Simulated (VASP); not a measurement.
Set up this calculation in VASP 6.6.1, as the native input.

| Quantity | Value |
| --- | --- |
| Task | single point |
| Functional | r2SCAN |
| Potentials or basis | VASP PAW PBE potentials, release 64 (Ti_sv) |
| Cutoff | 520 eV |
| k mesh | 18 × 18 × 10 |
| Occupations | methfessel-paxton, width 0.05 eV |
| Spin | no spin polarisation |
| Dipole correction | no |
| Further INCAR settings | ALGO = Normal; EDIFF = 1e-06; NBANDS = 19 |

Crystal: Ti.

```
CELL_PARAMETERS angstrom
2.79810 0.00000 0.00000
-1.39905 2.42323 0.00000
0.00000 0.00000 5.00950
ATOMIC_POSITIONS crystal
Ti 0.33333 0.66667 0.25000
Ti 0.66667 0.33333 0.75000
```

One way to write it, as run:

POSCAR

```
Ti
1.0
    2.7981000000      0.0000000000      0.0000000000
   -1.3990500000      2.4232256823      0.0000000000
    0.0000000000      0.0000000000      5.0095000000
Ti
2
Direct
    0.3333333333      0.6666666667      0.2500000000
    0.6666666667      0.3333333333      0.7500000000
```

INCAR.step1

```
SYSTEM = Ti
PREC = Accurate
ENCUT = 520
ISMEAR = 1
SIGMA = 0.05
LREAL = .False.
LASPH = .True.
NELM = 60
NBANDS = 19
GGA = PE
ALGO = Normal
EDIFF = 1E-4
LWAVE = .True.
LCHARG = .False.
```

INCAR.step2

```
SYSTEM = Ti
PREC = Accurate
ENCUT = 520
EDIFF = 1E-6
ISMEAR = 1
SIGMA = 0.05
LREAL = .False.
LASPH = .True.
NELM = 60
ALGO = Normal
ISIF = 2
LWAVE = .False.
LCHARG = .False.
METAGGA = R2SCAN
LMIXTAU = .True.
NBANDS = 19
ISTART = 1
```

KPOINTS

```
Automatic mesh
0
Gamma
  18 18 10
  0 0 0
```

Potentials or basis: VASP PAW PBE potentials, release 64 (Ti_sv).

Launch:

```console
$ cat potpaw_PBE.64/Ti_sv/POTCAR > POTCAR
$ cp INCAR.step1 INCAR
$ mpirun -np 1 vasp_std > vasp.out
$ cp INCAR.step2 INCAR
$ mpirun -np 1 vasp_std > vasp.out
```

It gave:

```json
{
  "Pressure": "2.6 GPa",
  "Band gap on the k mesh": "zero (band 12 reaches 8.86 eV, above the bottom of band 13 at 8.31 eV)"
}
```

Caveat: the PAW data sets were made with another functional, which shifts forces and pressure a little.

Wall time 3 min on 1 thread of Intel(R) Xeon(R) 6975P-C (Granite Rapids), on a shared host, peak memory 0.24 GiB.
